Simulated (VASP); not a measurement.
# Mo (Fd-3m) in VASP: notebook

The runs below take Mo through single point, with LDA.

Everything below comes from runs of VASP 6.6.1. Logs are shortened: lines on timing, memory, paths and dates and some standing lists are left out, and cuts for length are marked.

### Step 1. The cell of the first run

Symmetry: Fd-3m, No. 227, cubic system. The conventional cell has a = 5.171 Å, b = 5.171 Å, c = 5.171 Å, α = 90.00°, β = 90.00°, γ = 90.00°. Mo (site symmetry -43m) has 4 Mo at 2.24 Å within 3.0 Å.

### Step 2. Single point, LDA

INCAR reads:

```
PREC     = Accurate       # precision mode
ENCUT    = 520            # plane-wave cutoff, eV
EDIFF    = 1E-7           # SCF threshold, eV
ISMEAR   = 1              # smearing method
SIGMA    = 0.1            # smearing width, eV
LREAL    = False          # projectors in reciprocal space
LASPH    = True           # aspherical terms in the spheres
NELM     = 80             # most SCF steps
ALGO     = Normal         # electronic algorithm
ISIF     = 2              # what is computed and relaxed
LWAVE    = False          # write WAVECAR
LCHARG   = True           # write CHGCAR
GGA      = CA             # functional
LELF     = True           # ELF
LVHAR    = True         
NBANDS   = 21             # bands
```

KPOINTS reads:

```
Automatic mesh
0
Gamma
  7 7 7
```

POSCAR reads:

```
Mo
1.0
    0.0000000000      2.5856437783      2.5856437783
    2.5856437783      0.0000000000      2.5856437783
    2.5856437783      2.5856437783      0.0000000000
Mo
2
Direct
    0.0000000000      0.0000000000      0.0000000000
    0.2500000000      0.2500000000      0.2500000000
```

Potentials or basis: VASP PAW LDA potentials, release 64 (Mo_sv).

Started as:

```sh
$ cat potpaw_LDA.64/Mo_sv/POTCAR > POTCAR
$ mpirun -np 1 vasp_std > vasp.out
```

OUTCAR:

```text
PREC = Accurate
   ENCUT = 520
   EDIFF = 1E-7
   ISMEAR = 1
   LREAL = False
   LASPH = True
   NELM = 80
   ISIF = 2
   GGA = CA

 ion  position               nearest neighbor table
   1  0.000  0.000  0.000-   2 2.24   2 2.24   2 2.24   2 2.24
   2  0.250  0.250  0.250-   1 2.24   1 2.24   1 2.24   1 2.24

  LATTYP: Found a face centered cubic cell.
 ALAT       =     5.1712875566

  Lattice vectors:

 A1 = (   0.0000000000,   2.5856437783,   2.5856437783)
 A2 = (   2.5856437783,   0.0000000000,   2.5856437783)
 A3 = (   2.5856437783,   2.5856437783,   0.0000000000)

Analysis of symmetry for initial positions (statically):
=====================================================================
 Subroutine PRICEL returns:
 Original cell was already a primitive cell.

 Routine SETGRP: Setting up the symmetry group for a
 face centered cubic supercell.

 Subroutine GETGRP returns: Found 48 space group operations
 (whereof 24 operations were pure point group operations)
 out of a pool of 48 trial point group operations.

The static configuration has the point symmetry T_d .
 The point group associated with its full space group is O_h .

Analysis of symmetry for dynamics (positions and initial velocities):
=====================================================================
 Subroutine PRICEL returns:
 Original cell was already a primitive cell.

 Routine SETGRP: Setting up the symmetry group for a
 face centered cubic supercell.

 Subroutine GETGRP returns: Found 48 space group operations
 (whereof 24 operations were pure point group operations)
 out of a pool of 48 trial point group operations.

The dynamic configuration has the point symmetry T_d .
 The point group associated with its full space group is O_h .

 Subroutine INISYM returns: Found 48 space group operations
 (whereof 24 operations are pure point group operations),
 and found     1 'primitive' translations

----------------------------------------------------------------------------------------

                                     Primitive cell

  volume of cell :      34.5729

  direct lattice vectors                    reciprocal lattice vectors
     0.000000000  2.585643778  2.585643778    -0.193375439  0.193375439  0.193375439
     2.585643778  0.000000000  2.585643778     0.193375439 -0.193375439  0.193375439
[... 73 lines left out ...]
   ICHARG =      2    charge: 1-file 2-atom 10-const
   ISPIN  =      1    spin polarized calculation?
   LNONCOLLINEAR =      F non collinear calculations
   LSORBIT =      F    spin-orbit coupling
   LASPH  =      T    aspherical Exc in radial PAW
   ENCUT  =  520.0 eV  38.22 Ry    6.18 a.u.   6.80  6.80  6.80*2*pi/ulx,y,z
   NELM   =     80;   NELMIN=  2; NELMDL= -5     # of ELM steps
   EDIFF  = 0.1E-06   stopping-criterion for ELM
   LREAL  =      F    real-space projection
   EDIFFG = 0.1E-05   stopping-criterion for IOM
   NSW    =      0    number of steps for IOM
   IBRION =     -1    ionic relax: 0-MD 1-quasi-New 2-CG
   NFREE  =      0    steps in history (QN), initial steepest desc. (CG)
   ISIF   =      2    stress and relaxation
   ISYM   =      2    0-nonsym 1-usesym 2-fastsym
   POTIM  = 0.5000    time-step for ionic-motion
   TEBEG  =    0.0;   TEEND  =   0.0 temperature during run
   PSTRESS=    0.0 pullay stress
   NELECT =      28.0000    total number of electrons
   NUPDOWN=      -1.0000    fix difference up-down
   EMIN   =  10.00;   EMAX   =-10.00  energy-range for DOS
   EFERMI =   0.00;   METHOD = LEGACY
   ISMEAR =     1;   SIGMA  =   0.10  broadening in eV -4-tet -1-fermi 0-gaus
   EFERMI_NEDOS =   21; number of points for ismear=-14 and -15
   IALGO  =     38    algorithm
   IMIX   =      4    mixing-type and parameters
     AMIX     =   0.40;   BMIX     =  1.00
     AMIX_MAG =   1.60;   BMIX_MAG =  1.00
  volume/ion in A,a.u.               =      17.29       116.65
  Fermi-wavevector in a.u.,A,eV,Ry     =   1.525980  2.883684 31.682726  2.328615
  Thomas-Fermi vector in A             =   2.634076
   LORBIT       =      0    0 simple, 1 ext, 2 COOP (PROOUT), +10 PAW based schemes
   GGA     = CA    functional components
   LHFCALC =     F    Hartree Fock is set to
   AEXX    =    0.0000 exact exchange contribution
   IVDW    =     0    specifies the selected vdW correction
   LEPSILON=     F    determine dielectric tensor
   LRPA    =     F    only Hartree local field effects (RPA)
 non-spin polarized calculation
 Methfessel and Paxton  Order N= 1 SIGMA  =   0.10
  energy-cutoff  :      520.00
  volume of cell :       34.57
 maximum number of plane-waves:       950
   NGX = 13   NGY = 13   NGZ = 13

 number of electron      28.0000007 magnetization

 Free energy of the ion-electron system (eV)
  ---------------------------------------------------
  ext. energy  EPLUGINS =         0.00000000
  ---------------------------------------------------
  free energy    TOTEN  =       -18.50269584 eV

  energy without entropy =      -18.50291267  energy(sigma->0) =      -18.50276812

 E-fermi :  10.4836     XC(G=0): -12.5667

 val. band max:       10.4585653885   @ k =  -0.2857   0.4286   0.1429
 cond. band min:      10.5426641276   @ k =  -0.4286   0.4286   0.0000
 fundamental gap:      0.0840987390
 Fermi energy:        10.4836305669

 k-point     1 :       0.0000    0.0000    0.0000
  band No.  band energies     occupation
      1     -50.3455      2.00000
      2     -48.6036      2.00000
      3     -25.0974      2.00000
      4     -25.0974      2.00000
      5     -25.0974      2.00000
      6     -22.9154      2.00000
[... 469 lines left out ...]
     20      16.6283      0.00000
     21      17.1494      0.00000

------------------------ aborting loop because EDIFF is reached ----------------------------------------

  FORCE on cell =-STRESS in cart. coord.  units (eV):
  Direction    XX          YY          ZZ          XY          YZ          ZX
  --------------------------------------------------------------------------------------
  -------------------------------------------------------------------------------------
  Total       10.1291305     10.1291305     10.1291305      0.0000000     -0.0000000      0.0000000
  in kB      469.4038796    469.4038796    469.4038796      0.0000000     -0.0000000      0.0000000
  external PRESSURE =     469.4038796 kB  Pullay stress =       0.0000000 kB

 VOLUME and BASIS-vectors are now :
 -----------------------------------------------------------------------------
  energy-cutoff  :      520.00
  volume of cell :       34.57
      direct lattice vectors                 reciprocal lattice vectors
     0.000000000  2.585643778  2.585643778    -0.193375439  0.193375439  0.193375439
     2.585643778  0.000000000  2.585643778     0.193375439 -0.193375439  0.193375439
     2.585643778  2.585643778  0.000000000     0.193375439  0.193375439 -0.193375439

 POSITION                                       TOTAL-FORCE (eV/Angst)
 -----------------------------------------------------------------------------------
      0.00000      0.00000      0.00000        -0.000000     -0.000000     -0.000000
      1.29282      1.29282      1.29282         0.000000      0.000000      0.000000
 -----------------------------------------------------------------------------------
    total drift:                                0.000000      0.000000      0.000000

  FREE ENERGIE OF THE ION-ELECTRON SYSTEM (eV)
  ---------------------------------------------------
  free  energy   TOTEN  =       -18.5026958419 eV

  energy  without entropy=      -18.5029126680  energy(sigma->0) =      -18.50276812
```

OSZICAR:

```text
N       E                     dE             d eps       ncg     rms          rms(c)
DAV:   1     0.314163966550E+03    0.31416E+03   -0.16570E+04   840   0.139E+03
DAV:   2    -0.119104029447E+02   -0.32607E+03   -0.31658E+03   910   0.451E+02
DAV:   3    -0.187364912237E+02   -0.68261E+01   -0.67314E+01   955   0.694E+01
DAV:   4    -0.187754202859E+02   -0.38929E-01   -0.38900E-01   890   0.545E+00
DAV:   5    -0.187757336224E+02   -0.31334E-03   -0.31332E-03  1003   0.468E-01    0.292E+01
DAV:   6    -0.185765837017E+02    0.19915E+00   -0.16595E-01   900   0.404E+00    0.153E+01
DAV:   7    -0.185041978656E+02    0.72386E-01   -0.10805E-01   910   0.310E+00    0.105E+00
DAV:   8    -0.185027158346E+02    0.14820E-02   -0.63360E-03   880   0.682E-01    0.771E-02
DAV:   9    -0.185026941399E+02    0.21695E-04   -0.92309E-05   933   0.866E-02    0.287E-02
DAV:  10    -0.185026957127E+02   -0.15729E-05   -0.10657E-05  1005   0.320E-02    0.430E-03
DAV:  11    -0.185026958439E+02   -0.13116E-06   -0.47779E-07   846   0.612E-03    0.137E-03
DAV:  12    -0.185026958419E+02    0.20077E-08   -0.12923E-08   445   0.963E-04
   1 F= -.18502696E+02 E0= -.18502768E+02  d E =0.216826E-03
```

stdout:

```text
POSCAR found type information on POSCAR Mo
 POSCAR found :  1 types and       2 ions
 scaLAPACK will be used
 LDA part: xc-table for (Slater(with rela. corr.)+CA(PZ))
 , standard interpolation
 POSCAR, INCAR and KPOINTS ok, starting setup
 FFT: planning ... GRIDC
 FFT: planning ... GRID_SOFT
 FFT: planning ... GRID
 WAVECAR not read
 entering main loop
```

It took 17 s on 1 thread of Intel Xeon 8259CL, shared host; peak memory 0.14 GiB.

What came out:

| Property | Result |
| --- | --- |
| Free energy | -18.5027 eV |
| Pressure | 46.9 GPa |
| Band gap on the k mesh | zero (band 14 reaches 10.57 eV, above the bottom of band 15 at 10.23 eV) |

Levels at points of the mesh, in eV from the Fermi level:
```
           k point  band 12  band 13  band 14  band 15  band 16  band 17
(0.00, 0.00, 0.00)    -1.88    -1.88    -1.88     1.62     1.62     1.62
```

[end of part 1 of 2]
